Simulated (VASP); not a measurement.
# Ca3Pb2 (Pm-3m) in VASP: a series of runs, part 2 of 2

VASP 6.6.1. The steps go on from the part before.

## Step 3: Single point, PBE

This run uses another cell than the first one, of 41.72 Å³/atom.

INCAR

```
SYSTEM = Ca3Pb2
ALGO     = Normal         ! electronic algorithm
EDIFF    = 1E-6           ! SCF threshold, eV
ENCUT    = 520            ! plane-wave cutoff, eV
GGA      = PE             ! functional
ISIF     = 2              ! what is computed and relaxed
ISMEAR   = 0              ! smearing method
LASPH    = .True.         ! aspherical terms in the spheres
LCHARG   = .True.         ! write CHGCAR
LELF     = .True.         ! ELF
LREAL    = .False.        ! projectors in reciprocal space
LVHAR    = .True.       
LWAVE    = .False.        ! write WAVECAR
NBANDS   = 37             ! bands
NELM     = 60             ! most SCF steps
PREC     = Accurate       ! precision mode
SIGMA    = 0.1            ! smearing width, eV
```

KPOINTS

```
k-points
0
Gamma
  4 4 4
  0 0 0
```

POSCAR

```
Ca3Pb2
1.0
    5.9306886907      0.0000000000      0.0000000000
    0.0000000000      5.9306886907      0.0000000000
    0.0000000000      0.0000000000      5.9306886907
Ca Pb
3 2
Direct
    0.5000000000      0.0000000000      0.0000000000
    0.0000000000      0.5000000000      0.0000000000
    0.0000000000      0.0000000000      0.5000000000
    0.0000000000      0.0000000000      0.0000000000
    0.5000000000      0.5000000000      0.5000000000
```

Potentials or basis: VASP PAW PBE potentials, release 64 (Ca_sv, Pb_d).

Launch:

```sh
cat potpaw_PBE.64/Ca_sv/POTCAR potpaw_PBE.64/Pb_d/POTCAR > POTCAR
mpirun -np 1 vasp_std > vasp.out
```

It took 2.9 min on 1 thread of Oxide Virtual Turin-like, shared host; peak memory 0.31 GiB.

Results (log left out):

```
Free energy            : -13.4399 eV
Pressure               : 0.2 GPa
Band gap on the k mesh : zero (bands 29 and 30 overlap by 1.68 eV)
```

Levels at points of the mesh, in eV from the Fermi level:
```tsv
k point	band 27	band 28	band 29	band 30	band 31	band 32
(0.00, 0.00, 0.00)	-0.84	0.19	0.87	0.87	1.25	1.25
(0.50, 0.00, 0.00)	-0.56	-0.56	-0.05	-0.05	1.60	1.66
(0.50, 0.50, 0.00)	-0.69	-0.02	-0.02	0.04	1.62	1.62
(0.50, 0.50, 0.50)	-1.97	-0.81	-0.81	-0.81	2.17	2.17
```

Caveat: spin-orbit coupling is left out, which moves the levels of the heavy elements.

## Step 4: Single point, PBE

This run uses another cell than the first one, of 42.07 Å³/atom.

INCAR

```
SYSTEM = Ca3Pb2
  ALGO = Fast
  EDIFF = 1E-6
  ENCUT = 520
  GGA = PE
  ISIF = 2
  ISMEAR = 0
  LASPH = .True.
  LCHARG = .True.
  LELF = .True.
  LREAL = .False.
  LVHAR = .True.
  LWAVE = .False.
  NBANDS = 37
  NELM = 80
  PREC = Accurate
  SIGMA = 0.1
```

KPOINTS

```
k-points
0
Gamma
  6 6 6
  0 0 0
```

Changes to POSCAR since step 3:

```diff
@@ -2,5 +2,5 @@
 1.0
-    5.9306886907      0.0000000000      0.0000000000
-    0.0000000000      5.9306886907      0.0000000000
-    0.0000000000      0.0000000000      5.9306886907
+    5.9473152929      0.0000000000      0.0000000000
+    0.0000000000      5.9473152929      0.0000000000
+    0.0000000000      0.0000000000      5.9473152929
 Ca Pb
```

Launch:

```sh
cat potpaw_PBE.64/Ca_sv/POTCAR potpaw_PBE.64/Pb_d/POTCAR > POTCAR
mpirun -np 1 vasp_std > vasp.out
```

Wall time 16 min (1 thread of Oxide Virtual Turin-like, shared host); peak memory 0.38 GiB.

The run converged. Its results:

```
Free energy            : -13.4574 eV
Pressure               : 0.0 GPa
Band gap on the k mesh : zero (bands 29 and 30 overlap by 1.67 eV)
```

Levels at points of the mesh, in eV from the Fermi level:
```
           k point  band 27  band 28  band 29  band 30  band 31  band 32
(0.00, 0.00, 0.00)    -0.85     0.16     0.86     0.86     1.22     1.22
(0.50, 0.00, 0.00)    -0.58    -0.58    -0.06    -0.06     1.59     1.63
(0.50, 0.50, 0.00)    -0.71    -0.03    -0.03     0.04     1.59     1.59
(0.50, 0.50, 0.50)    -1.98    -0.81    -0.81    -0.81     2.15     2.15
```

Caveat: spin-orbit coupling is left out, which moves the levels of the heavy elements.

## Step 5: Relaxation of cell and atoms, PBE

INCAR

```
PREC = Accurate ; ENCUT = 600
EDIFF = 1E-6 ; ISMEAR = 0
SIGMA = 0.1 ; LREAL = False
LASPH = True ; NELM = 100
ALGO = Normal ; ISIF = 3
LWAVE = False ; LCHARG = False
GGA = PE ; IBRION = 2
NSW = 90 ; EDIFFG = -0.04
```

KPOINTS

```
Automatic mesh
0
Gamma
  4 4 4
```

Changes to POSCAR since step 4:

```diff
@@ -2,5 +2,5 @@
 1.0
-    5.9473152929      0.0000000000      0.0000000000
-    0.0000000000      5.9473152929      0.0000000000
-    0.0000000000      0.0000000000      5.9473152929
+    5.0689488000      0.0000000000      0.0000000000
+    0.0000000000      5.0689488000      0.0000000000
+    0.0000000000      0.0000000000      5.0689488000
 Ca Pb
```

Launch:

```sh
cat potpaw_PBE.64/Ca_sv/POTCAR potpaw_PBE.64/Pb_d/POTCAR > POTCAR
mpirun -np 1 vasp_std > vasp.out
```

It took 5.3 min on 1 thread of Oxide Virtual Turin-like, shared host; peak memory 0.23 GiB.

Results (log left out):

- Free energy: -13.4223 eV
- Relaxed volume: 42.25 Å³/atom
- Relaxed cell: a = 5.956 Å, b = 5.956 Å, c = 5.956 Å, α = 90.00°, β = 90.00°, γ = 90.00°
- Space group after relaxing (to 0.1 Å): Pm-3m (No. 221)
- Energy gained by relaxing: 950.7 meV/atom
- Ionic steps: 4
- Pressure after relaxing: -0.1 GPa
- Band gap on the k mesh: zero (bands 29 and 30 overlap by 1.66 eV)

The path:
```
step  energy change (eV)  largest force (eV/Å)  pressure (GPa)  volume (Å³)
   1              0.0000                0.0000           27.75       130.24
   2             -4.5890                0.0000           -1.97       235.16
   3             -4.7494                0.0000            0.40       207.17
   4             -4.7536                0.0000           -0.06       211.26
```

Final structure:
```xyz
5
Lattice="5.9558 0.0000 0.0000 0.0000 5.9558 0.0000 0.0000 0.0000 5.9558" Properties=species:S:1:pos:R:3 pbc="T T T"
Ca    2.9779    0.0000    0.0000
Ca    0.0000    2.9779    0.0000
Ca    0.0000    0.0000    2.9779
Pb    0.0000    0.0000    0.0000
Pb    2.9779    2.9779    2.9779
```

Levels at points of the mesh, in eV from the Fermi level:
| k point | band 27 | band 28 | band 29 | band 30 | band 31 | band 32 |
| --- | --- | --- | --- | --- | --- | --- |
| (0.00, 0.00, 0.00) | -0.84 | 0.16 | 0.86 | 0.86 | 1.22 | 1.22 |
| (0.50, 0.00, 0.00) | -0.57 | -0.57 | -0.05 | -0.05 | 1.59 | 1.64 |
| (0.50, 0.50, 0.00) | -0.69 | -0.02 | -0.02 | 0.05 | 1.58 | 1.59 |
| (0.50, 0.50, 0.50) | -1.96 | -0.80 | -0.80 | -0.80 | 2.15 | 2.15 |

Caveat: the volume moved by over 15 % at a fixed basis, so the end points are rough; spin-orbit coupling is left out, which moves the levels of the heavy elements.

## Step 6: Relaxation of cell and atoms, PBE

This run uses another cell than the first one, of 41.72 Å³/atom.

INCAR

```
ALGO = Fast ; EDIFF = 1E-7
EDIFFG = -0.01 ; ENCUT = 600
GGA = PE ; IBRION = 2
ISIF = 3 ; ISMEAR = 0
LASPH = True ; LCHARG = False
LREAL = False ; LWAVE = False
NELM = 80 ; NSW = 100
PREC = Accurate ; SIGMA = 0.1
```

KPOINTS

```
k-points
0
Gamma
  6 6 6
```

Changes to POSCAR since step 5:

```diff
@@ -2,5 +2,5 @@
 1.0
-    5.0689488000      0.0000000000      0.0000000000
-    0.0000000000      5.0689488000      0.0000000000
-    0.0000000000      0.0000000000      5.0689488000
+    5.9306886907      0.0000000000      0.0000000000
+    0.0000000000      5.9306886907      0.0000000000
+    0.0000000000      0.0000000000      5.9306886907
 Ca Pb
```

Potentials or basis: VASP PAW PBE potentials, release 64 (Ca_sv, Pb_d).

Launch:

```sh
cat potpaw_PBE.64/Ca_sv/POTCAR potpaw_PBE.64/Pb_d/POTCAR > POTCAR
mpirun -np 1 vasp_std > vasp.out
```

Run time: 35 min. Hardware: 1 thread of Oxide Virtual Turin-like, shared host; peak memory 0.4 GiB.

It converged, with:

- Free energy: -13.4581 eV
- Relaxed volume: 42.10 Å³/atom
- Relaxed cell: a = 5.949 Å, b = 5.949 Å, c = 5.949 Å, α = 90.00°, β = 90.00°, γ = 90.00°
- Space group after relaxing (to 0.1 Å): Pm-3m (No. 221)
- Energy gained by relaxing: 0.3 meV/atom
- Ionic steps: 2
- Pressure after relaxing: 0.0 GPa
- Band gap on the k mesh: zero (bands 29 and 30 overlap by 1.67 eV)

The path:
```csv
step,energy change (eV),largest force (eV/Å),pressure (GPa),volume (Å³)
1,0.0000,0.0000,0.24,208.60
2,-0.0016,0.0000,0.03,210.49
```

Final structure:
```xyz
5
Lattice="5.9486 0.0000 0.0000 0.0000 5.9486 0.0000 0.0000 0.0000 5.9486" Properties=species:S:1:pos:R:3 pbc="T T T"
Ca    2.9743    0.0000    0.0000
Ca    0.0000    2.9743    0.0000
Ca    0.0000    0.0000    2.9743
Pb    0.0000    0.0000    0.0000
Pb    2.9743    2.9743    2.9743
```

Levels at points of the mesh, in eV from the Fermi level:
```
           k point  band 25  band 26  band 27  band 28  band 29  band 30  band 31  band 32  band 33  band 34
(0.00, 0.00, 0.00)    -0.85    -0.85    -0.85     0.16     0.86     0.86     1.22     1.22     1.30     1.49
(0.50, 0.00, 0.00)    -1.76    -1.40    -0.58    -0.58    -0.06    -0.06     1.59     1.63     1.72     2.56
(0.50, 0.50, 0.00)    -2.34    -2.34    -0.71    -0.03    -0.03     0.04     1.59     1.59     1.91     1.91
(0.50, 0.50, 0.50)    -1.98    -1.98    -1.98    -0.81    -0.81    -0.81     2.15     2.15     2.16     2.47
```

Caveat: spin-orbit coupling is left out, which moves the levels of the heavy elements.

## Step 7: The runs side by side

| task | cell | k mesh | cutoff (eV) | gap on the mesh (eV) | pressure (GPa) | relaxed volume (Å³/atom) |
| --- | --- | --- | --- | --- | --- | --- |
| single point | a = 5.069 Å, 5 atoms | 4 × 4 × 4 | 520 | none | 27.7 | - |
| single point | a = 5.931 Å, 5 atoms | 4 × 4 × 4 | 520 | none | 0.2 | - |
| single point | a = 5.947 Å, 5 atoms | 6 × 6 × 6 | 520 | none | 0.0 | - |
| relaxation of cell and atoms | relaxed from a = 5.069 Å, 5 atoms | 4 × 4 × 4 | 600 | none | -0.1 | 42.25 |
| relaxation of cell and atoms | relaxed from a = 5.931 Å, 5 atoms | 6 × 6 × 6 | 600 | none | 0.0 | 42.10 |

Alike in all rows: level PBE; potentials or basis VASP PAW PBE potentials, release 64 (Ca_sv, Pb_d); no spin polarisation; smearing gaussian 0.1 eV.

Caveats: spin-orbit coupling is left out, which moves the levels of the heavy elements; the cell stands under pressure (at least some runs); the volume moved by over 15 % at a fixed basis, so the end points are rough (at least some runs).

Absolute energies hang on the potentials; compare differences alone.
